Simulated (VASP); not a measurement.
Write the native input for VASP 6.6.1 that does the following.

```yaml
Task: single point
Functional: PBEsol
Potentials_or_basis: VASP PAW PBE potentials, release 64 (Na_pv)
Cutoff: 520 eV
k_mesh: 12 × 12 × 8
Occupations: gaussian, width 0.15 eV
Spin: no spin polarisation
Dipole_correction: no
Further_INCAR_settings: ALGO = Fast; EDIFF = 1e-06; NBANDS = 14
```

The structure of Na lies in POSCAR:

```
Na
1.0
    3.8611760225      0.0000000000      0.0000000000
   -1.9305880113      3.3438765240      0.0000000000
    0.0000000000      0.0000000000      6.3078500000
Na
2
Direct
    0.3333333333      0.6666666667      0.2500000000
    0.6666666667      0.3333333333      0.7500000000
```

This cell differs from its parent crystal: strain +0.025 along x and y, +0.025 along z.

These files were run (other wordings do the same):

INCAR

```
PREC = Accurate
ENCUT = 520
EDIFF = 1E-6
ISMEAR = 0
SIGMA = 0.15
LREAL = F
LASPH = T
NELM = 80
ALGO = Fast
ISIF = 2
LWAVE = F
LCHARG = F
GGA = PS
NBANDS = 14
```

KPOINTS

```
Automatic mesh
0
Gamma
  12 12 8
```

Potentials or basis: VASP PAW PBE potentials, release 64 (Na_pv).

Launch:

```bash
$ cat potpaw_PBE.64/Na_pv/POTCAR > POTCAR
$ mpirun -np 1 vasp_std > vasp.out
```

Results of the run:

* Pressure: -0.8 GPa
* Band gap on the k mesh: zero (band 7 reaches 2.02 eV, above the bottom of band 8 at -2.07 eV)

Caveat: the cell differs from its parent crystal (strain +0.025 along x and y, +0.025 along z); the PAW data sets were made with another functional, which shifts forces and pressure a little.

It took 40 s on 1 thread of Intel(R) Xeon(R) 6975P-C (Granite Rapids), on a shared host, peak memory 0.23 GiB.
